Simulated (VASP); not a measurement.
Zn:

```
CELL_PARAMETERS angstrom
2.59008 0.00000 0.00000
-1.29504 2.24307 0.00000
0.00000 0.00000 4.91508
ATOMIC_POSITIONS crystal
Zn 0.33333 0.66667 0.25000
Zn 0.66667 0.33333 0.75000
```

Base run:

| Quantity | Value |
| --- | --- |
| Program | VASP 6.6.1 |
| Functional | r2SCAN |
| Potentials or basis | VASP PAW PBE potentials, release 64 (Zn) |
| Cutoff | 520 eV |
| k mesh | 13 × 13 × 6 |
| Occupations | fermi-dirac, width 0.05 eV |
| Spin | no spin polarisation |

Its results: band gap on the k mesh zero (band 12 reaches 4.64 eV, above the bottom of band 13 at 0.09 eV); pressure 1.8 GPa.

Question: The run is repeated on the same cell with these changes: functional from r2SCAN to PBE. What comes out?

Answer: Band gap on the k mesh zero (band 12 reaches 4.76 eV, above the bottom of band 13 at 0.33 eV); pressure 6.1 GPa.

Caveats: the PAW data sets were made with another functional, which shifts forces and pressure a little (some runs).
